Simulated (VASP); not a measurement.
# LiF (Imm2) in VASP: single point with PBE

Aim: the single point of LiF with PBE.

Program: VASP 6.6.1. These are calculated values, not measurements. Logs are shortened: lines on timing, memory, paths and dates and some standing lists are left out, and cuts for length are marked.

## 1. The cell of the first run

Symmetry: Imm2, No. 44, orthorhombic system. The conventional cell has a = 2.532 Å, b = 2.719 Å, c = 9.580 Å, α = 90.00°, β = 90.00°, γ = 90.00°. Within 2.3 Å of Li (site symmetry mm2) lie 4 F at 1.76 to 1.80 Å. Li (site symmetry mm2) has 4 F at 1.73 to 1.76 Å within 2.3 Å. F (site symmetry mm2) has 4 Li at 1.76 to 1.80 Å within 2.3 Å. Within 2.3 Å of F (site symmetry mm2) lie 4 Li at 1.73 to 1.76 Å.

The cell was built from a structure type or drawn by symmetry, and may not be a known phase.

## 2. Single point, PBE

File INCAR:

```
ALGO = Normal
EDIFF = 1E-6
ENCUT = 520
GGA = PE
ISIF = 2
ISMEAR = 0
LASPH = True
LCHARG = False
LREAL = False
LWAVE = False
NBANDS = 18
NELM = 80
PREC = Accurate
SIGMA = 0.1
```

File KPOINTS:

```
k-points
0
Gamma
  10 10 10
```

File POSCAR:

```
LiF
1.0
   -1.2658433500      1.3595652100      4.7898673000
    1.2658433500     -1.3595652100      4.7898673000
    1.2658433500      1.3595652100     -4.7898673000
Li F
2 2
Direct
    0.4386600000      0.4386600000      0.0000000000
    0.1882499900      0.1882499900      0.0000000000
    0.0613400000      0.5613400000      0.5000000000
    0.3117500100      0.8117500100      0.5000000000
```

Potentials or basis: VASP PAW PBE potentials, release 64 (Li_sv, F).

On the command line:

```
> cat potpaw_PBE.64/Li_sv/POTCAR potpaw_PBE.64/F/POTCAR > POTCAR
> mpirun -np 1 vasp_std > vasp.out
```

OUTCAR:

```text
EDIFF = 1E-6
   ENCUT = 520
   GGA = PE
   ISIF = 2
   ISMEAR = 0
   LASPH = True
   LREAL = False
   NELM = 80
   PREC = Accurate

 ion  position               nearest neighbor table
   1  0.439  0.439  0.000-   4 1.76   4 1.76   3 1.80   3 1.80   2 2.40
   2  0.188  0.188  0.000-   4 1.73   4 1.73   3 1.76   3 1.76   1 2.40
   3  0.061  0.561  0.500-   2 1.76   2 1.76   1 1.80   1 1.80
   4  0.312  0.812  0.500-   2 1.73   2 1.73   1 1.76   1 1.76

  LATTYP: Found a body centered orthorhombic cell.
 ALAT       =     2.5316867000
 B/A-ratio  =     1.0740390665
 C/A-ratio  =     3.7839336913

  Lattice vectors:

 A1 = (  -1.2658433500,   1.3595652100,   4.7898673000)
 A2 = (   1.2658433500,  -1.3595652100,   4.7898673000)
 A3 = (   1.2658433500,   1.3595652100,  -4.7898673000)

Analysis of symmetry for initial positions (statically):
=====================================================================
 Subroutine PRICEL returns:
 Original cell was already a primitive cell.

 Routine SETGRP: Setting up the symmetry group for a
 body centered orthorhombic supercell.

 Subroutine GETGRP returns: Found  4 space group operations
 (whereof  4 operations were pure point group operations)
 out of a pool of  8 trial point group operations.

The static configuration has the point symmetry C_2v.

Analysis of symmetry for dynamics (positions and initial velocities):
=====================================================================
 Subroutine PRICEL returns:
 Original cell was already a primitive cell.

 Routine SETGRP: Setting up the symmetry group for a
 body centered orthorhombic supercell.

 Subroutine GETGRP returns: Found  4 space group operations
 (whereof  4 operations were pure point group operations)
 out of a pool of  8 trial point group operations.

The dynamic configuration has the point symmetry C_2v.

 Subroutine INISYM returns: Found  4 space group operations
 (whereof  4 operations are pure point group operations),
 and found     1 'primitive' translations

----------------------------------------------------------------------------------------

                                     Primitive cell

  volume of cell :      32.9734

  direct lattice vectors                    reciprocal lattice vectors
    -1.265843350  1.359565210  4.789867300     0.000000000  0.367764633  0.104387026
     1.265843350 -1.359565210  4.789867300     0.394993583  0.000000000  0.104387026
     1.265843350  1.359565210 -4.789867300     0.394993583  0.367764633  0.000000000

  length of vectors
     5.137470749  5.137470749  5.137470749     0.382292396  0.408554258  0.539695058

  position of ions in fractional coordinates (direct lattice)
     0.438660000  0.438660000  0.000000000
     0.188249990  0.188249990  0.000000000
     0.061340000  0.561340000  0.500000000
     0.311750010  0.811750010  0.500000000

  ion indices of the primitive-cell ions
   primitive index   ion index
                 1           1
                 2           2
                 3           3
                 4           4

----------------------------------------------------------------------------------------

 KPOINTS: k-points

Automatic generation of k-mesh.
 Grid dimensions read from file:
 generate k-points for:   10   10   10

 Generating k-lattice:

  Cartesian coordinates                     Fractional coordinates (reciprocal lattice)
     0.000000000  0.036776463  0.010438703     0.100000000 -0.000000000  0.000000000
     0.039499358  0.000000000  0.010438703    -0.000000000  0.100000000  0.000000000
     0.039499358  0.036776463  0.000000000     0.000000000  0.000000000  0.100000000

  Length of vectors
     0.038229240  0.040855426  0.053969506

  Shift w.r.t. Gamma in fractional coordinates (k-lattice)
     0.000000000  0.000000000  0.000000000

 Subroutine IBZKPT returns following result:
 ===========================================

 Found    171 irreducible k-points:

 Following reciprocal coordinates:
            Coordinates               Weight
  0.000000  0.000000  0.000000      1.000000
  0.100000  0.000000 -0.000000      4.000000
  0.200000  0.000000 -0.000000      4.000000
  0.300000 -0.000000  0.000000      4.000000
  0.400000 -0.000000  0.000000      4.000000
  0.500000  0.000000  0.000000      2.000000
[... 16 lines left out ...]
 -0.400000  0.200000  0.000000      8.000000
 -0.300000  0.200000 -0.000000      8.000000
 [... further k-points ...]
   k-points           NKPTS =    171   k-points in BZ     NKDIM =    171   number of bands    NBANDS=     18
   number of dos      NEDOS =    301   number of ions     NIONS =      4
   total plane-waves  NPLWV =  64000
   dimension x,y,z NGX =    40 NGY =   40 NGZ =   40
   dimension x,y,z NGXF=    80 NGYF=   80 NGZF=   80
   ions per type =               2   2
   NGX,Y,Z   is equivalent  to a cutoff of  12.94, 12.94, 12.94 a.u.
   NGXF,Y,Z  is equivalent  to a cutoff of  25.89, 25.89, 25.89 a.u.
 SYSTEM =  unknown system
   PREC   = accura    normal or accurate (medium, high low for compatibility)
   ISTART =      0    job   : 0-new  1-cont  2-samecut
   ICHARG =      2    charge: 1-file 2-atom 10-const
   ISPIN  =      1    spin polarized calculation?
   LNONCOLLINEAR =      F non collinear calculations
   LSORBIT =      F    spin-orbit coupling
   LASPH  =      T    aspherical Exc in radial PAW
   ENCUT  =  520.0 eV  38.22 Ry    6.18 a.u.   9.55  9.55  9.55*2*pi/ulx,y,z
   NELM   =     80;   NELMIN=  2; NELMDL= -5     # of ELM steps
   EDIFF  = 0.1E-05   stopping-criterion for ELM
   LREAL  =      F    real-space projection
   EDIFFG = 0.1E-04   stopping-criterion for IOM
   NSW    =      0    number of steps for IOM
   IBRION =     -1    ionic relax: 0-MD 1-quasi-New 2-CG
   NFREE  =      0    steps in history (QN), initial steepest desc. (CG)
   ISIF   =      2    stress and relaxation
   ISYM   =      2    0-nonsym 1-usesym 2-fastsym
   POTIM  = 0.5000    time-step for ionic-motion
   TEBEG  =    0.0;   TEEND  =   0.0 temperature during run
   PSTRESS=    0.0 pullay stress
   NELECT =      20.0000    total number of electrons
   NUPDOWN=      -1.0000    fix difference up-down
   EMIN   =  10.00;   EMAX   =-10.00  energy-range for DOS
   EFERMI =   0.00;   METHOD = LEGACY
   ISMEAR =     0;   SIGMA  =   0.10  broadening in eV -4-tet -1-fermi 0-gaus
   EFERMI_NEDOS =   21; number of points for ismear=-14 and -15
   IALGO  =     38    algorithm
   IMIX   =      4    mixing-type and parameters
     AMIX     =   0.40;   BMIX     =  1.00
     AMIX_MAG =   1.60;   BMIX_MAG =  1.00
  volume/ion in A,a.u.               =       8.24        55.63
  Fermi-wavevector in a.u.,A,eV,Ry     =   1.385789  2.618761 26.128767  1.920410
  Thomas-Fermi vector in A             =   2.510166
   LORBIT       =      0    0 simple, 1 ext, 2 COOP (PROOUT), +10 PAW based schemes
   GGA     = PE    functional components
   LHFCALC =     F    Hartree Fock is set to
   AEXX    =    0.0000 exact exchange contribution
   IVDW    =     0    specifies the selected vdW correction
   LEPSILON=     F    determine dielectric tensor
   LRPA    =     F    only Hartree local field effects (RPA)
 non-spin polarized calculation
 Gauss-broadening in eV      SIGMA  =   0.10
  energy-cutoff  :      520.00
  volume of cell :       32.97
 maximum number of plane-waves:       907
 NGX is ok and might be reduce to    40
   NGX = 19   NGY = 19   NGZ = 19

 number of electron      19.9999996 magnetization

 Free energy of the ion-electron system (eV)
  ---------------------------------------------------
  ext. energy  EPLUGINS =         0.00000000
  ---------------------------------------------------
  free energy    TOTEN  =       -18.24673144 eV

  energy without entropy =      -18.24673144  energy(sigma->0) =      -18.24673144

 E-fermi :  -0.1561     XC(G=0):  -9.6578

 val. band max:       -0.7372780327   @ k =   0.3000  -0.3000   0.3000
 cond. band min:       7.1236490985   @ k =   0.0000   0.0000   0.0000
 fundamental gap:      7.8609271312
 Fermi energy:        -0.1561290005

 k-point     1 :       0.0000    0.0000    0.0000
  band No.  band energies     occupation
      1     -41.7605      2.00000
      2     -41.6036      2.00000
      3     -21.1993      2.00000
      4     -20.9905      2.00000
      5      -3.6843      2.00000
      6      -1.5791      2.00000
[... 10 lines left out ...]
     17      21.3843      0.00000
     18      21.7958      0.00000

 k-point     2 :       0.1000    0.0000   -0.0000
  band No.  band energies     occupation
      1     -41.7572      2.00000
      2     -41.6014      2.00000
      3     -21.1721      2.00000
      4     -20.9687      2.00000
      5      -3.6391      2.00000
      6      -1.8483      2.00000
[... 10 lines left out ...]
     17      21.7174      0.00000
     18      21.8285      0.00000

 k-point     3 :       0.2000    0.0000   -0.0000
  band No.  band energies     occupation
      1     -41.7483      2.00000
      2     -41.5955      2.00000
      3     -21.0988      2.00000
      4     -20.9114      2.00000
      5      -3.5256      2.00000
      6      -2.5191      2.00000
[... 10 lines left out ...]
     17      21.9592      0.00000
     18      22.2636      0.00000

 k-point     4 :       0.3000   -0.0000    0.0000
  band No.  band energies     occupation
      1     -41.7374      2.00000
      2     -41.5881      2.00000
      3     -21.0048      2.00000
      4     -20.8397      2.00000
      5      -3.4933      2.00000
      6      -3.2048      2.00000
[... 375 lines left out ...]
      4     -20.6031      2.00000
      5      -3.7847      2.00000
      6      -3.3101      2.00000
[... 10 lines left out ...]
     17      21.5728      0.00000
     18      22.0609      0.00000

 k-point    23 :      -0.4000    0.2000    0.0000
  band No.  band energies     occupation
      1     -41.7008      2.00000
      2     -41.5615      2.00000
      3     -20.8655      2.00000
      4     -20.6217      2.00000
      5      -3.5918      2.00000
      6      -3.3317      2.00000
[... 10 lines left out ...]
     17      21.5212      0.00000
     18      22.0824      0.00000

 k-point    24 :      -0.3000    0.2000   -0.0000
  band No.  band energies     occupation
      1     -41.7091      2.00000
      2     -41.5675      2.00000
      3     -20.9411      2.00000
      4     -20.6759      2.00000
      5      -3.5369      2.00000
      6      -2.9727      2.00000
[... 10 lines left out ...]
     17      21.3233      0.00000
     18      23.0748      0.00000

 [... further k-points ...]

------------------------ aborting loop because EDIFF is reached ----------------------------------------

  FORCE on cell =-STRESS in cart. coord.  units (eV):
  Direction    XX          YY          ZZ          XY          YZ          ZX
  --------------------------------------------------------------------------------------
  -------------------------------------------------------------------------------------
  Total        5.7245666      2.7803949      5.1246977      0.0000000      0.0000000      0.0000000
  in kB      278.1568202    135.0994533    249.0091781      0.0000000      0.0000000      0.0000000
  external PRESSURE =     220.7551506 kB  Pullay stress =       0.0000000 kB

 VOLUME and BASIS-vectors are now :
 -----------------------------------------------------------------------------
  energy-cutoff  :      520.00
  volume of cell :       32.97
      direct lattice vectors                 reciprocal lattice vectors
    -1.265843350  1.359565210  4.789867300     0.000000000  0.367764633  0.104387026
     1.265843350 -1.359565210  4.789867300     0.394993583  0.000000000  0.104387026
     1.265843350  1.359565210 -4.789867300     0.394993583  0.367764633  0.000000000

 POSITION                                       TOTAL-FORCE (eV/Angst)
 -----------------------------------------------------------------------------------
      0.00000      0.00000      4.20225         0.000000      0.000000      0.449505
      0.00000      0.00000      1.80338        -0.000000      0.000000     -0.380754
      1.26584      0.00000      0.58762        -0.000000      0.000000     -1.003383
      1.26584      0.00000      2.98648         0.000000     -0.000000      0.934632
 -----------------------------------------------------------------------------------
    total drift:                               -0.000003     -0.000002      0.000456

  FREE ENERGIE OF THE ION-ELECTRON SYSTEM (eV)
  ---------------------------------------------------
  free  energy   TOTEN  =       -18.2467314369 eV

  energy  without entropy=      -18.2467314369  energy(sigma->0) =      -18.24673144
```

Wall time 5.3 min (1 thread of Intel Xeon 8259CL, shared host); peak memory 0.28 GiB.

What came out:

| Quantity | Value |
| --- | --- |
| Free energy | -18.2467 eV |
| Largest force | 1.003 eV/Å |
| Band gap on the k mesh | 7.86 eV (least direct gap 8.09 eV) |

Forces in eV/Å, atoms in the order of the input:
```
Li   0.000  0.000  0.450
Li   0.000  0.000 -0.381
F    0.000  0.000 -1.003
F    0.000  0.000  0.935
```

Caveat: the cutoff is under 1.25 times the usual one of these potentials, so pressure, stress and relaxed cells hold a basis-set (Pulay) error; forces of over 1 eV/Å act on the atoms, so gaps and moduli don't describe the material at rest. A k mesh can miss the band edges.
